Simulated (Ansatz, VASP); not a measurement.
Mg in VASP and in Ansatz

```
CELL_PARAMETERS angstrom
0.00000 2.24426 2.24426
2.24426 0.00000 2.24426
2.24426 2.24426 0.00000
ATOMIC_POSITIONS crystal
Mg 0.00000 0.00000 0.00000
```

Alike in both runs: task electric field gradients; functional PBE; k mesh 16 × 16 × 16; occupations fermi-dirac, width 0.03 eV; no spin polarisation.

|  | VASP | Ansatz |
| --- | --- | --- |
| version | VASP 6.6.1 | Ansatz 0.2.0 |
| potentials or method | VASP PAW PBE potentials, release 64 (Mg) | PAW with Ansatz's default frozen-core files, scalar-relativistic |
| plane-wave cutoff (eV) | 520 | 420 |
| valence electrons in the cell | 2 | 10 |

|  | VASP | Ansatz | Ansatz less VASP |
| --- | --- | --- | --- |
| pressure (GPa) | 0.7 | 0.8 | +0.12 |

The functional is the same, so the differences come from potentials, cutoffs and numerics. VASP's potentials hold 2 valence electrons a cell and Ansatz's 10, so a difference there can come from the potentials and not from the codes.
